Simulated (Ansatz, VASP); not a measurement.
**Two plane-wave programs on Ag**

The input INCAR:

```
SYSTEM = Ag
PREC = Accurate
ENCUT = 520
EDIFF = 1E-6
ISMEAR = 0
SIGMA = 0.15
LREAL = .FALSE.
LASPH = .TRUE.
NELM = 100
ALGO = Normal
ISIF = 2
LWAVE = .FALSE.
LCHARG = .FALSE.
GGA = PS
NBANDS = 12
```

KPOINTS

```
Automatic mesh
0
G
  20 20 20
  0 0 0
```

File POSCAR:

```
Ag
1.0
    0.0000000000      1.9409450000      2.1452550000
    1.9409450000      0.0000000000      2.1452550000
    1.9409450000      1.9409450000      0.0000000000
Ag
1
Direct
    0.0000000000      0.0000000000      0.0000000000
```

Input for Ansatz:

```yaml
crystal:
  lattice:
    - [0.0, 1.940945, 2.145255]
    - [1.940945, 0.0, 2.145255]
    - [1.940945, 1.940945, 0.0]
  atoms:
    - { symbol: Ag, position: [0.0, 0.0, 0.0] }
basis:
  ecutwfc: 420
kpoints:
  mp_grid: { grid: [20, 20, 20] }
hamiltonian:
  xc: pbesol
scf:
  occupations: { method: gaussian, width: 0.15 }
output:
  forces: true
  stress: true
  eigenvalues: true
```

Change from the starting cell: strain -0.050 along x and y, +0.050 along z, atoms carried along.

Alike in both runs: task single point; functional PBEsol; k mesh 20 × 20 × 20; occupations gaussian, width 0.15 eV; no spin polarisation.

|  | VASP | Ansatz |
| --- | --- | --- |
| version | VASP 6.6.1 | Ansatz 0.2.0 |
| potentials or method | VASP PAW PBE potentials, release 64 (Ag), cutoff 520 eV | scalar-relativistic, plane waves, PAW |
| valence electrons in the cell | 11 | 19 |

```csv
,VASP,Ansatz,Ansatz less VASP
gap on the k mesh at the Fermi level (eV),none,none,-
pressure (GPa),4.1,4.4,+0.29
"traceless stress, the component that is largest in VASP (GPa)",-4.21,-4.24,-0.026
```

VASP's potentials were made for PBE, not for PBEsol. A gap of «none» marks a metal or a gap that the smearing closes. VASP's potentials hold 11 valence electrons a cell and Ansatz's 19, so a difference there can come from the potentials and not from the codes.
